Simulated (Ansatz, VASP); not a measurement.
## One calculation of HfN, two programs

Contents of INCAR:

```
ALGO = Normal ; EDIFF = 1E-6
ENCUT = 520 ; GGA = PS
ISIF = 2 ; ISMEAR = 0
LASPH = T ; LCHARG = T
LELF = T ; LREAL = F
LVHAR = T ; LWAVE = F
NBANDS = 14 ; NELM = 60
PREC = Accurate ; SIGMA = 0.15
```

KPOINTS

```
k-points
0
Gamma
  18 18 18
```

POSCAR

```
HfN
1.0
    0.0000000000      2.4397200000      2.3493600000
    2.4397200000      0.0000000000      2.3493600000
    2.4397200000      2.4397200000      0.0000000000
Hf N
1 1
Direct
    0.0000000000      0.0000000000      0.0000000000
    0.5000000000      0.5000000000      0.5000000000
```

Input for Ansatz:

```yaml
crystal:
  lattice:
    - [0.0, 2.43972, 2.34936]
    - [2.43972, 0.0, 2.34936]
    - [2.43972, 2.43972, 0.0]
  atoms:
    - { symbol: Hf, position: [0.0, 0.0, 0.0] }
    - { symbol: "N", position: [0.5, 0.5, 0.5] }
basis:
  ecutwfc: 420
kpoints:
  mp_grid: { grid: [18, 18, 18] }
hamiltonian:
  xc: pbesol
scf:
  occupations: { method: gaussian, width: 0.15 }
output:
  forces: true
  stress: true
  eigenvalues: true
```

Change from the starting cell: strain +0.080 along x and y, +0.040 along z, atoms carried along.

Alike in both runs: task single point; functional PBEsol; k mesh 18 × 18 × 18; occupations gaussian, width 0.15 eV; no spin polarisation.

```csv
,VASP,Ansatz
version,VASP 6.6.1,Ansatz 0.2.0
potentials or method,"VASP PAW PBE potentials, release 64 (Hf_pv, N), cutoff 520 eV","scalar-relativistic, plane waves, PAW"
valence electrons in the cell,15,31
```

VASP gave:

```
gap on the k mesh at the Fermi level (eV)                     : none
pressure (GPa)                                                : -38.3
traceless stress, the component that is largest in VASP (GPa) : 3.85
```

Q: What did Ansatz give for the same quantities?

A: gap on the k mesh at the Fermi level (eV): none; pressure (GPa): -36.8; traceless stress, the component that is largest in VASP (GPa): 3.99.

VASP's potentials were made for PBE, not for PBEsol. A gap of «none» marks a metal or a gap that the smearing closes. Both programs put the cell under strong tension, so it lies far from rest at this level. With one functional, cell and mesh, what is left measures potentials, basis and numerics. VASP's potentials hold 15 valence electrons a cell and Ansatz's 31, so a difference there can come from the potentials and not from the codes.

Spin-orbit coupling is off throughout. Noted on VASP's run: the cell as given lies far from equilibrium.
